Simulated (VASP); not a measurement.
Wanted: the native input for a VASP 6.6.1 run.

| Item | Value |
| --- | --- |
| Task | single point |
| Functional | LDA |
| Potentials or basis | VASP PAW LDA potentials, release 64 (Al, N) |
| Cutoff | 520 eV |
| k mesh | 12 × 12 × 6 |
| Occupations | fermi-dirac, width 0.02 eV |
| Spin | no spin polarisation |
| Dipole correction | no |
| Further INCAR settings | ALGO = Normal; EDIFF = 1e-06; NBANDS = 16 |

The structure of AlN lies in POSCAR:

```
AlN
1.0
    2.8118470242      0.0000000000      0.0000000000
   -1.4059235121      2.4351309545      0.0000000000
    0.0000000000      0.0000000000      4.8128222213
Al N
2 2
Direct
    0.0000000000      0.0000000000      0.0000000000
    0.0000000000      0.0000000000      0.5000000000
    0.3333333333      0.6666666667      0.2500000000
    0.6666666667      0.3333333333      0.7500000000
```

One way to write it, as run:

INCAR

```
SYSTEM = AlN
PREC = Accurate ; ENCUT = 520
EDIFF = 1E-6 ; ISMEAR = -1
SIGMA = 0.02 ; LREAL = .FALSE.
LASPH = .TRUE. ; NELM = 100
ALGO = Normal ; ISIF = 2
LWAVE = .FALSE. ; LCHARG = .FALSE.
GGA = CA ; NBANDS = 16
```

KPOINTS

```
Automatic mesh
0
G
  12 12 6
  0 0 0
```

Potentials or basis: VASP PAW LDA potentials, release 64 (Al, N).

Launch:

```bash
$ cat potpaw_LDA.64/Al/POTCAR potpaw_LDA.64/N/POTCAR > POTCAR
$ mpirun -np 1 vasp_std > vasp.out
```

Results of the run:

```
Pressure               : 0.6 GPa
Band gap on the k mesh : 4.94 eV, indirect (least direct gap 5.54 eV)
```

Wall time 18 s on 1 thread of Intel(R) Xeon(R) Platinum 8488C (Sapphire Rapids), on a shared host, peak memory 0.15 GiB.
